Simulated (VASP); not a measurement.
Wanted: the native input for a VASP 6.6.1 run.

* Task: single point
* Functional: PBEsol
* Potentials or basis: VASP PAW PBE potentials, release 64 (Si, Sn_d)
* Cutoff: 520 eV
* k mesh: 6 × 6 × 6
* Occupations: gaussian, width 0.01 eV
* Spin: no spin polarisation
* Dipole correction: no
* Further INCAR settings: ALGO = Normal; EDIFF = 1e-06; NBANDS = 31

The structure of Si7Sn lies in POSCAR:

```
Si7Sn
1.0
    5.5681856111      0.0000000000      0.0000000000
    0.0000000000      5.5681856111      0.0000000000
    0.0000000000      0.0000000000      5.5681856111
Si Sn
7 1
Direct
    0.2619187478      0.2619187478      0.2619187478
    0.0000000000      0.5000000000      0.5000000000
    0.5000000000      0.5000000000      0.0000000000
    0.5000000000      0.0000000000      0.5000000000
    0.7380812522      0.2619187478      0.7380812522
    0.7380812522      0.7380812522      0.2619187478
    0.2619187478      0.7380812522      0.7380812522
    0.0000000000      0.0000000000      0.0000000000
```

One way to write it, as run:

INCAR

```
SYSTEM = Si7Sn
ALGO = Normal ; EDIFF = 1E-6
ENCUT = 520 ; GGA = PS
ISIF = 2 ; ISMEAR = 0
LASPH = .TRUE. ; LCHARG = .FALSE.
LREAL = .FALSE. ; LWAVE = .FALSE.
NBANDS = 31 ; NELM = 100
PREC = Accurate ; SIGMA = 0.01
```

KPOINTS

```
k-points
0
G
  6 6 6
  0 0 0
```

Potentials or basis: VASP PAW PBE potentials, release 64 (Si, Sn_d).

The run is started by

```bash
$ cat potpaw_PBE.64/Si/POTCAR potpaw_PBE.64/Sn_d/POTCAR > POTCAR
$ mpirun -np 1 vasp_std > vasp.out
```

Results of the run:

| Quantity | Value |
| --- | --- |
| Pressure | 0.0 GPa |
| Largest force | 0.016 eV/Å |
| Band gap on the k mesh | 0.09 eV |

Caveat: semilocal functionals underestimate gaps, and a narrow one can read as zero; the PAW data sets were made with another functional, which shifts forces and pressure a little; spin-orbit coupling is left out, which moves the levels of the heavy elements.

Run time: 79 s on 1 thread of Intel(R) Xeon(R) Platinum 8259CL CPU @ 2.50GHz (Skylake/Cascade Lake), on a shared host, peak memory 0.29 GiB.
